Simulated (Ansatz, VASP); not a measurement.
Sn in VASP and in Ansatz

The input INCAR:

```
SYSTEM = Sn
ALGO     = Normal         ! electronic algorithm
EDIFF    = 1E-6           ! SCF threshold, eV
ENCUT    = 520            ! plane-wave cutoff, eV
GGA      = CA             ! functional
ISIF     = 2              ! what is computed and relaxed
ISMEAR   = -1             ! smearing method
LASPH    = .True.         ! aspherical terms in the spheres
LCHARG   = .False.        ! write CHGCAR
LREAL    = .False.        ! projectors in reciprocal space
LWAVE    = .False.        ! write WAVECAR
NBANDS   = 21             ! bands
NELM     = 60             ! most SCF steps
PREC     = Accurate       ! precision mode
SIGMA    = 0.15           ! smearing width, eV
```

File KPOINTS:

```
k-points
0
Gamma
  12 12 12
  0 0 0
```

POSCAR

```
Sn
1.0
    0.0000000000      3.2163958781      3.2163958781
    3.2163958781      0.0000000000      3.2163958781
    3.2163958781      3.2163958781      0.0000000000
Sn
2
Direct
    0.5000000000      0.5000000000      0.5000000000
    0.7500000000      0.7500000000      0.7500000000
```

Input for Ansatz:

```yaml
crystal:
  lattice:
    - [0.0, 3.2163958781, 3.2163958781]
    - [3.2163958781, 0.0, 3.2163958781]
    - [3.2163958781, 3.2163958781, 0.0]
  atoms:
    - { symbol: Sn, position: [0.5, 0.5, 0.5] }
    - { symbol: Sn, position: [0.75, 0.75, 0.75] }
basis:
  ecutwfc: 420
kpoints:
  mp_grid: { grid: [12, 12, 12] }
hamiltonian:
  xc: lda
scf:
  occupations: { method: fermi_dirac, width: 0.15 }
output:
  forces: true
  stress: true
  eigenvalues: true
```

Alike in both runs: task single point; functional LDA; k mesh 12 × 12 × 12; occupations fermi-dirac, width 0.15 eV; no spin polarisation.

|  | VASP | Ansatz |
| --- | --- | --- |
| version | VASP 6.6.1 | Ansatz 0.2.0 |
| potentials or method | VASP PAW LDA potentials, release 64 (Sn_d), cutoff 520 eV | scalar-relativistic, plane waves, PAW |
| valence electrons in the cell | 28 | 28 |

Ansatz gave:

```
gap on the k mesh at the Fermi level (eV) : none
pressure (GPa)                            : 0.9
```

Task: Estimate VASP's values.

Result: gap on the k mesh at the Fermi level (eV): none; pressure (GPa): 1.0.

LDA's correlation is that of Perdew and Zunger in VASP and of Perdew and Wang (1992) in Ansatz. A gap of «none» marks a metal or a gap that the smearing closes.
